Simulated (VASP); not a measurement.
# Ga2Ge3O (P4mm) in VASP: notebook

Runs on Ga2Ge3O. Level: PBE. Tasks: relaxation of cell and atoms, single point.

Everything below comes from runs of VASP 6.6.1. Logs are shortened: lines on timing, memory, paths and dates and some standing lists are left out, and cuts for length are marked.

## Step 1: The cell of the first run

The structure is tetragonal, space group P4mm (No. 99). Conventional cell: a = 3.488 Å, b = 3.488 Å, c = 8.504 Å, α = 90.00°, β = 90.00°, γ = 90.00°. Ga (site symmetry 4mm) has 6 Ge at 2.69 to 2.88 Å and 4 O at 2.80 Å and 4 Ga at 3.49 Å within 3.5 Å. Within 3.7 Å of Ga (site symmetry 4mm) lie 1 O at 2.79 Å and 9 Ge at 2.85 to 2.89 Å and 4 Ga at 3.49 Å. Ge (site symmetry 4mm) has 9 Ge at 2.83 to 3.49 Å and 5 Ga at 2.88 to 2.89 Å within 3.7 Å. Ge (site symmetry 4mm) has 5 Ga at 2.69 to 2.85 Å and 4 O at 2.82 Å and 5 Ge at 2.94 to 3.49 Å within 3.5 Å. Within 3.7 Å of Ge (site symmetry 4mm) lie 1 O at 2.82 Å and 8 Ge at 2.83 to 3.49 Å and 5 Ga at 2.88 to 2.89 Å. Within 3.7 Å of O (site symmetry 4mm) lie 5 Ga at 2.79 to 2.80 Å and 5 Ge at 2.82 Å and 4 O at 3.49 Å.

The cell was built from a structure type or drawn by symmetry, and may not be a known phase.

## Step 2: Relaxation of cell and atoms, PBE

File INCAR:

```
SYSTEM = Ga2Ge3O
PREC = Accurate
ENCUT = 600
EDIFF = 1E-6
ISMEAR = 0
SIGMA = 0.1
LREAL = .False.
LASPH = .True.
NELM = 100
ALGO = Normal
ISIF = 3
LWAVE = .False.
LCHARG = .False.
GGA = PE
IBRION = 2
NSW = 90
EDIFFG = -0.04
```

File KPOINTS:

```
Automatic mesh
0
Gamma
  6 6 2
  0 0 0
```

File POSCAR:

```
Ga2Ge3O
1.0
    3.4884034400      0.0000000000      0.0000000000
    0.0000000000      3.4884034400      0.0000000000
    0.0000000000      0.0000000000      8.5036560700
Ga Ge O
2 3 1
Direct
    0.0000000000      0.0000000000      0.0094770000
    0.5000000000      0.5000000000      0.4938240100
    0.0000000000      0.0000000000      0.6709480300
    0.0000000000      0.0000000000      0.3257620000
    0.5000000000      0.5000000000      0.8341779700
    0.5000000000      0.5000000000      0.1658110000
```

Potentials or basis: VASP PAW PBE potentials, release 64 (Ga_d, Ge_d, O).

Run with:

```bash
cat potpaw_PBE.64/Ga_d/POTCAR potpaw_PBE.64/Ge_d/POTCAR potpaw_PBE.64/O/POTCAR > POTCAR
mpirun -np 1 vasp_std > vasp.out
```

OUTCAR:

```text
SYSTEM = Ga2Ge3O
   PREC = Accurate
   ENCUT = 600
   EDIFF = 1E-6
   ISMEAR = 0
   LREAL = .False.
   LASPH = .True.
   NELM = 100
   ISIF = 3
   GGA = PE
   IBRION = 2
   NSW = 90
   EDIFFG = -0.04

 ion  position               nearest neighbor table
   1  0.000  0.000  0.009-   4 2.69   3 2.88   5 2.88   5 2.88   5 2.88   5 2.88
   2  0.500  0.500  0.494-   4 2.85   4 2.85   4 2.85   4 2.85   3 2.89   3 2.89   3 2.89   3 2.89
                             5 2.89
   3  0.000  0.000  0.671-   5 2.83   5 2.83   5 2.83   5 2.83   1 2.88   2 2.89   2 2.89   2 2.89
                             2 2.89
   4  0.000  0.000  0.326-   1 2.69   2 2.85   2 2.85   2 2.85   2 2.85
   5  0.500  0.500  0.834-   3 2.83   3 2.83   3 2.83   3 2.83   1 2.88   1 2.88   1 2.88   1 2.88
                             2 2.89
   6  0.500  0.500  0.166-

  LATTYP: Found a simple tetragonal cell.
 ALAT       =     3.4884034400
 C/A-ratio  =     2.4376928346

  Lattice vectors:

 A1 = (   3.4884034400,   0.0000000000,   0.0000000000)
 A2 = (   0.0000000000,   3.4884034400,   0.0000000000)
 A3 = (   0.0000000000,   0.0000000000,   8.5036560700)

Analysis of symmetry for initial positions (statically):
=====================================================================
 Subroutine PRICEL returns:
 Original cell was already a primitive cell.

 Routine SETGRP: Setting up the symmetry group for a
 simple tetragonal supercell.

 Subroutine GETGRP returns: Found  8 space group operations
 (whereof  8 operations were pure point group operations)
 out of a pool of 16 trial point group operations.

The static configuration has the point symmetry C_4v.

Analysis of symmetry for dynamics (positions and initial velocities):
=====================================================================
 Subroutine PRICEL returns:
 Original cell was already a primitive cell.

 Routine SETGRP: Setting up the symmetry group for a
 simple tetragonal supercell.

 Subroutine GETGRP returns: Found  8 space group operations
 (whereof  8 operations were pure point group operations)
 out of a pool of 16 trial point group operations.

The dynamic configuration has the point symmetry C_4v.

 Subroutine INISYM returns: Found  8 space group operations
 (whereof  8 operations are pure point group operations),
 and found     1 'primitive' translations

----------------------------------------------------------------------------------------

                                     Primitive cell

  volume of cell :     103.4806

  direct lattice vectors                    reciprocal lattice vectors
     3.488403440  0.000000000  0.000000000     0.286664091  0.000000000  0.000000000
     0.000000000  3.488403440  0.000000000     0.000000000  0.286664091  0.000000000
     0.000000000  0.000000000  8.503656070     0.000000000  0.000000000  0.117596478

  length of vectors
     3.488403440  3.488403440  8.503656070     0.286664091  0.286664091  0.117596478

  position of ions in fractional coordinates (direct lattice)
     0.000000000  0.000000000  0.009477000
     0.500000000  0.500000000  0.493824010
     0.000000000  0.000000000  0.670948030
     0.000000000  0.000000000  0.325762000
     0.500000000  0.500000000  0.834177970
     0.500000000  0.500000000  0.165811000

  ion indices of the primitive-cell ions
   primitive index   ion index
                 1           1
                 2           2
                 3           3
                 4           4
                 5           5
                 6           6

----------------------------------------------------------------------------------------

 KPOINTS: Automatic mesh

Automatic generation of k-mesh.
 Grid dimensions read from file:
 generate k-points for:    6    6    2

 Generating k-lattice:

  Cartesian coordinates                     Fractional coordinates (reciprocal lattice)
     0.047777348  0.000000000  0.000000000     0.166666667  0.000000000  0.000000000
     0.000000000  0.047777348  0.000000000     0.000000000  0.166666667  0.000000000
     0.000000000  0.000000000  0.058798239     0.000000000  0.000000000  0.500000000

  Length of vectors
     0.047777348  0.047777348  0.058798239

  Shift w.r.t. Gamma in fractional coordinates (k-lattice)
     0.000000000  0.000000000  0.000000000

 Subroutine IBZKPT returns following result:
 ===========================================

 Found     20 irreducible k-points:

 Following reciprocal coordinates:
            Coordinates               Weight
  0.000000  0.000000  0.000000      1.000000
  0.166667  0.000000  0.000000      4.000000
  0.333333  0.000000  0.000000      4.000000
  0.500000  0.000000  0.000000      2.000000
  0.166667  0.166667  0.000000      4.000000
  0.333333  0.166667  0.000000      8.000000
[... 12 lines left out ...]
  0.500000  0.333333  0.500000      4.000000
  0.500000  0.500000  0.500000      1.000000
   k-points           NKPTS =     20   k-points in BZ     NKDIM =     20   number of bands    NBANDS=     44
   number of dos      NEDOS =    301   number of ions     NIONS =      6
   total plane-waves  NPLWV =  54880
   dimension x,y,z NGX =    28 NGY =   28 NGZ =   70
   dimension x,y,z NGXF=    56 NGYF=   56 NGZF=  140
   ions per type =               2   3   1
   NGX,Y,Z   is equivalent  to a cutoff of  13.34, 13.34, 13.68 a.u.
   NGXF,Y,Z  is equivalent  to a cutoff of  26.69, 26.69, 27.37 a.u.
 SYSTEM =  Ga2Ge3O
   PREC   = accura    normal or accurate (medium, high low for compatibility)
   ISTART =      0    job   : 0-new  1-cont  2-samecut
   ICHARG =      2    charge: 1-file 2-atom 10-const
   ISPIN  =      1    spin polarized calculation?
   LNONCOLLINEAR =      F non collinear calculations
   LSORBIT =      F    spin-orbit coupling
   LASPH  =      T    aspherical Exc in radial PAW
   ENCUT  =  600.0 eV  44.10 Ry    6.64 a.u.   6.97  6.97 16.98*2*pi/ulx,y,z
   NELM   =    100;   NELMIN=  2; NELMDL= -5     # of ELM steps
   EDIFF  = 0.1E-05   stopping-criterion for ELM
   LREAL  =      F    real-space projection
   EDIFFG = -.4E-01   stopping-criterion for IOM
   NSW    =     90    number of steps for IOM
   IBRION =      2    ionic relax: 0-MD 1-quasi-New 2-CG
   NFREE  =      1    steps in history (QN), initial steepest desc. (CG)
   ISIF   =      3    stress and relaxation
   ISYM   =      2    0-nonsym 1-usesym 2-fastsym
   POTIM  = 0.5000    time-step for ionic-motion
   TEBEG  =    0.0;   TEEND  =   0.0 temperature during run
   PSTRESS=    0.0 pullay stress
   NELECT =      74.0000    total number of electrons
   NUPDOWN=      -1.0000    fix difference up-down
   EMIN   =  10.00;   EMAX   =-10.00  energy-range for DOS
   EFERMI =   0.00;   METHOD = LEGACY
   ISMEAR =     0;   SIGMA  =   0.10  broadening in eV -4-tet -1-fermi 0-gaus
   EFERMI_NEDOS =   21; number of points for ismear=-14 and -15
   IALGO  =     38    algorithm
   IMIX   =      4    mixing-type and parameters
     AMIX     =   0.40;   BMIX     =  1.00
     AMIX_MAG =   1.60;   BMIX_MAG =  1.00
  volume/ion in A,a.u.               =      17.25       116.39
  Fermi-wavevector in a.u.,A,eV,Ry     =   1.463971  2.766503 29.160143  2.143210
  Thomas-Fermi vector in A             =   2.580002
   LORBIT       =      0    0 simple, 1 ext, 2 COOP (PROOUT), +10 PAW based schemes
   GGA     = PE    functional components
   LHFCALC =     F    Hartree Fock is set to
   AEXX    =    0.0000 exact exchange contribution
   IVDW    =     0    specifies the selected vdW correction
   LEPSILON=     F    determine dielectric tensor
   LRPA    =     F    only Hartree local field effects (RPA)
 conjugate gradient relaxation of ions
 non-spin polarized calculation
 Gauss-broadening in eV      SIGMA  =   0.10
  energy-cutoff  :      600.00
  volume of cell :      103.48
 maximum number of plane-waves:      3476
 NGX is ok and might be reduce to    28
   NGX = 13   NGY = 13   NGZ = 33

--------------------------------------- Ionic step        1  -------------------------------------------

 number of electron      73.9999971 magnetization

 Free energy of the ion-electron system (eV)
  ---------------------------------------------------
  ext. energy  EPLUGINS =         0.00000000
  ---------------------------------------------------
  free energy    TOTEN  =       -23.15522517 eV

  energy without entropy =      -23.14405288  energy(sigma->0) =      -23.14963902

------------------------ aborting loop because EDIFF is reached ----------------------------------------

  FORCE on cell =-STRESS in cart. coord.  units (eV):
  Direction    XX          YY          ZZ          XY          YZ          ZX
  --------------------------------------------------------------------------------------
  -------------------------------------------------------------------------------------
  Total        0.2618340      0.2618340     -2.0940200      0.0000000      0.0000000      0.0000000
  in kB        4.0539412      4.0539412    -32.4214413      0.0000000      0.0000000      0.0000000
  external PRESSURE =      -8.1045196 kB  Pullay stress =       0.0000000 kB
[... 101 lines left out ...]
  FREE ENERGIE OF THE ION-ELECTRON SYSTEM (eV)
  ---------------------------------------------------
  free  energy   TOTEN  =       -23.2732793812 eV

  energy  without entropy=      -23.2591545649  energy(sigma->0) =      -23.26621697

[... ionic steps 4 to 22 ...]

--------------------------------------- Ionic step       23  -------------------------------------------

 number of electron      73.9999969 magnetization

------------------------ aborting loop because EDIFF is reached ----------------------------------------

  FORCE on cell =-STRESS in cart. coord.  units (eV):
  Direction    XX          YY          ZZ          XY          YZ          ZX
  --------------------------------------------------------------------------------------
  -------------------------------------------------------------------------------------
  Total       -0.1425925     -0.1425925     -0.2717884      0.0000000      0.0000000     -0.0000000
  in kB       -2.0914880     -2.0914880     -3.9864811      0.0000000      0.0000000     -0.0000000
  external PRESSURE =      -2.7231523 kB  Pullay stress =       0.0000000 kB
[... 65 lines left out ...]
  energy  without entropy=      -25.3112709968  energy(sigma->0) =      -25.31623506

--------------------------------------- Ionic step       25  -------------------------------------------

 number of electron      73.9999965 magnetization

 Free energy of the ion-electron system (eV)
  ---------------------------------------------------
  ext. energy  EPLUGINS =         0.00000000
  ---------------------------------------------------
  free energy    TOTEN  =       -25.32123496 eV

  energy without entropy =      -25.31128496  energy(sigma->0) =      -25.31625996

 E-fermi :   5.6601     XC(G=0): -10.7183

 val. band max:        5.5892340401   @ k =   0.5000   0.1667   0.0000
 cond. band min:       5.6602177572   @ k =   0.3333   0.3333   0.0000
 fundamental gap:      0.0709837171
 Fermi energy:         5.6601230091

 k-point     1 :       0.0000    0.0000    0.0000
  band No.  band energies     occupation
      1     -19.3264      2.00000
      2     -19.3127      2.00000
      3     -19.2723      2.00000
      4     -19.2423      2.00000
      5     -19.2221      2.00000
      6     -19.2221      2.00000
[... 962 lines left out ...]
  FREE ENERGIE OF THE ION-ELECTRON SYSTEM (eV)
  ---------------------------------------------------
  free  energy   TOTEN  =       -25.3212349555 eV

  energy  without entropy=      -25.3112849568  energy(sigma->0) =      -25.31625996

 reached required accuracy - stopping structural energy minimisation
```

It took 49 min on 1 thread of AMD EPYC 7R13, shared host; peak memory 0.26 GiB.

Results:

```
Free energy                           : -25.3212 eV
Relaxed volume                        : 18.14 Å³/atom
Relaxed cell                          : a = 3.781 Å, b = 3.781 Å, c = 7.613 Å, α = 90.00°, β = 90.00°, γ = 90.00°
Space group after relaxing (to 0.1 Å) : P4mm (No. 99)
Energy gained by relaxing             : 361.0 meV/atom
Ionic steps                           : 25
Pressure after relaxing               : 0.1 GPa
Largest force after relaxing          : 0.038 eV/Å
Band gap on the k mesh                : zero (bands 37 and 38 overlap by 3.43 eV)
```

Forces in eV/Å, atoms in the order of the input:
```
Ga   0.000  0.000  0.038
Ga   0.000  0.000 -0.027
Ge   0.000  0.000  0.009
Ge   0.000  0.000  0.028
Ge   0.000  0.000 -0.034
O    0.000  0.000 -0.014
```

The path:
| step | energy change (eV) | largest force (eV/Å) | pressure (GPa) | volume (Å³) |
| --- | --- | --- | --- | --- |
| 1 | 0.0000 | 0.8916 | -0.81 | 103.48 |
| 2 | -0.0811 | 0.6176 | -0.01 | 102.17 |
| 3 | -0.1181 | 0.7228 | 1.35 | 100.49 |
| 4 | -0.1751 | 0.9638 | 0.28 | 101.89 |
| 5 | -0.2216 | 1.7596 | -0.75 | 104.33 |
| 6 | -0.2521 | 1.7576 | -0.87 | 104.64 |
| 7 | -0.3451 | 1.7644 | -1.31 | 105.58 |
| 8 | -0.5319 | 1.7085 | -1.76 | 107.43 |
| 9 | -0.8054 | 2.0084 | -0.82 | 110.99 |
| 10 | -1.0498 | 1.7257 | -0.78 | 111.35 |
| 11 | -1.2348 | 2.2016 | -0.08 | 111.86 |
| 12 | -1.1246 | 2.8099 | 3.24 | 112.86 |
| 13 | -1.2845 | 2.4977 | 0.62 | 112.14 |
| 14 | -1.6231 | 1.4455 | -0.74 | 113.38 |
| 15 | -1.7283 | 1.7451 | -0.73 | 114.49 |
| 16 | -1.8880 | 1.1901 | -1.01 | 113.51 |
| 17 | -2.0599 | 0.5502 | -0.89 | 111.09 |
| 18 | -2.1221 | 0.5453 | 0.70 | 108.52 |
| 19 | -2.1277 | 0.5366 | 1.52 | 107.43 |
| 20 | -2.1601 | 0.1971 | 0.14 | 108.80 |
| 21 | -2.1601 | 0.1896 | 0.23 | 108.75 |
| 22 | -2.1652 | 0.0927 | -0.29 | 109.21 |
| 23 | -2.1652 | 0.0885 | -0.27 | 109.23 |
| 24 | -2.1660 | 0.0479 | 0.06 | 108.74 |
| 25 | -2.1660 | 0.0384 | 0.09 | 108.81 |

Final structure:
```xyz
6
Lattice="3.7806 0.0000 0.0000 0.0000 3.7806 0.0000 0.0000 0.0000 7.6128" Properties=species:S:1:pos:R:3 pbc="T T T"
Ga    0.0000    0.0000    0.6489
Ga    1.8903    1.8903    2.6686
Ge    0.0000    0.0000    5.7032
Ge    0.0000    0.0000    3.2074
Ge    1.8903    1.8903    6.2237
O     1.8903    1.8903    0.5803
```

Levels at points of the mesh, in eV from the Fermi level:
```tsv
k point	band 35	band 36	band 37	band 38	band 39	band 40
(0.00, 0.00, 0.00)	-1.29	-1.09	-0.30	-0.30	0.35	1.44
(0.50, 0.00, 0.00)	-0.67	0.31	0.34	0.86	1.69	1.75
(0.50, 0.50, 0.00)	-3.77	-3.44	-3.44	-2.31	1.52	1.76
(0.00, 0.00, 0.50)	-1.58	-1.58	-0.73	0.02	0.02	3.86
(0.50, 0.00, 0.50)	-1.52	0.60	0.62	1.49	1.57	2.30
(0.50, 0.50, 0.50)	-3.46	-2.98	-2.84	-2.52	-2.52	3.24
```

Caveat: the k points lie up to 0.41 Å⁻¹ apart in the final cell, too coarse for converged energies and pressures of a metal.

[end of part 1 of 2]
